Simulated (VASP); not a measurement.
Write the native input for VASP 6.6.1 that does the following.

| Quantity | Value |
| --- | --- |
| Task | single point |
| Functional | PBE |
| Potentials or basis | VASP PAW PBE potentials, release 64 (Tl_d) |
| Cutoff | 520 eV |
| k mesh | 6 × 6 × 6 |
| Occupations | gaussian, width 0.1 eV |
| Spin | no spin polarisation |
| Dipole correction | no |
| Further INCAR settings | ALGO = Fast; EDIFF = 1e-06; NBANDS = 62 |

The structure of Tl lies in POSCAR:

```
Tl
1.0
    6.3437704559      0.0000000000      0.0000000000
    0.0000000000      6.3437704559      0.0000000000
    0.0000000000      0.0000000000      6.3437704559
Tl
8
Direct
    0.5000000000      0.5000000000      0.5000000000
    0.0000000000      0.0000000000      0.0000000000
    0.2500000000      0.0000000000      0.5000000000
    0.5000000000      0.2500000000      0.0000000000
    0.5000000000      0.7500000000      0.0000000000
    0.7500000000      0.0000000000      0.5000000000
    0.0000000000      0.5000000000      0.7500000000
    0.0000000000      0.5000000000      0.2500000000
```

These files were run (other wordings do the same):

INCAR

```
SYSTEM = Tl
PREC = Accurate
ENCUT = 520
EDIFF = 1E-6
ISMEAR = 0
SIGMA = 0.1
LREAL = .False.
LASPH = .True.
NELM = 80
ALGO = Fast
ISIF = 2
LWAVE = .False.
LCHARG = .False.
GGA = PE
NBANDS = 62
```

KPOINTS

```
regular mesh
0
Gamma
  6 6 6
  0 0 0
```

Potentials or basis: VASP PAW PBE potentials, release 64 (Tl_d).

Command:

```sh
$ cat potpaw_PBE.64/Tl_d/POTCAR > POTCAR
$ mpirun -np 1 vasp_std > vasp.out
```

It gave:

```yaml
Pressure: 0.0 GPa
Band_gap_on_the_k_mesh: zero (bands 52 and 53 overlap by 2.27 eV)
```

Caveat: spin-orbit coupling is left out, which moves the levels of the heavy elements.

Run time: 6.9 min on 1 thread of Intel Xeon 8259CL, with other jobs on the host, peak memory 0.43 GiB.
